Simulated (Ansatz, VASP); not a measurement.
# BAs: VASP beside Ansatz

File POSCAR:

```
BAs
1.0
    0.0000000000      2.1437760076      2.1437760076
    2.1437760076      0.0000000000      2.1437760076
    2.1437760076      2.1437760076      0.0000000000
B As
1 1
Direct
    0.0000000000      0.0000000000      0.0000000000
    0.2500000000      0.2500000000      0.2500000000
```

Contents of INCAR.step1:

```
PREC     = Accurate       # precision mode
ENCUT    = 520            # plane-wave cutoff, eV
ISMEAR   = -1             # smearing method
SIGMA    = 0.05           # smearing width, eV
LREAL    = F              # projectors in reciprocal space
LASPH    = T              # aspherical terms in the spheres
NELM     = 100            # most SCF steps
NBANDS   = 11             # bands
GGA      = PE             # functional
ALGO     = Normal         # electronic algorithm
EDIFF    = 1E-4           # SCF threshold, eV
LWAVE    = T              # write WAVECAR
LCHARG   = F              # write CHGCAR
```

The input INCAR.step2:

```
PREC     = Accurate       # precision mode
ENCUT    = 520            # plane-wave cutoff, eV
EDIFF    = 1E-6           # SCF threshold, eV
ISMEAR   = -1             # smearing method
SIGMA    = 0.05           # smearing width, eV
LREAL    = F              # projectors in reciprocal space
LASPH    = T              # aspherical terms in the spheres
NELM     = 100            # most SCF steps
ALGO     = Normal         # electronic algorithm
ISIF     = 2              # what is computed and relaxed
LWAVE    = F              # write WAVECAR
LCHARG   = F              # write CHGCAR
METAGGA  = R2SCAN         # meta-GGA
LMIXTAU  = T            
NBANDS   = 11             # bands
ISTART   = 1
```

The input KPOINTS:

```
regular mesh
0
Gamma
  15 15 15
```

Input for Ansatz:

```yaml
crystal:
  lattice:
    - [0.0, 2.1437760076, 2.1437760076]
    - [2.1437760076, 0.0, 2.1437760076]
    - [2.1437760076, 2.1437760076, 0.0]
  atoms:
    - { symbol: B, position: [0.0, 0.0, 0.0] }
    - { symbol: As, position: [0.25, 0.25, 0.25] }
kpoints:
  mp_grid: { grid: [15, 15, 15] }
scf:
  occupations: { method: fermi_dirac, width: 0.05 }
hamiltonian:
  xc: r2scan
  pseudopotentials: { kind: paw }
output:
  forces: true
  stress: true
  eigenvalues: true
  populations: true
```

Change from the starting cell: volume scaled by 0.72, PAW files.

Alike in both runs: task single point; functional r2SCAN; k mesh 15 × 15 × 15; occupations fermi-dirac, width 0.05 eV; no spin polarisation.

|  | VASP | Ansatz |
| --- | --- | --- |
| version | VASP 6.6.1 | Ansatz 0.2.0 |
| potentials or method | VASP PAW PBE potentials, release 64 (B, As) | PAW with Ansatz's default frozen-core files, scalar-relativistic |
| plane-wave cutoff (eV) | 520 | 500 |
| valence electrons in the cell | 8 | 18 |

Ansatz gave:

| Quantity | Value |
| --- | --- |
| pressure (GPa) | 88.5 |

Question: What did VASP give for the same quantities?

Answer: Pressure (GPa): 90.8.

VASP's potentials were made for PBE, not for r2SCAN. Both programs put the cell under a high pressure, so it lies far from rest at this level. The functional is the same, so the differences come from potentials, cutoffs and numerics. VASP's potentials hold 8 valence electrons a cell and Ansatz's 18, so a difference there can come from the potentials and not from the codes.

Noted on VASP's run: the cell as given lies far from equilibrium.
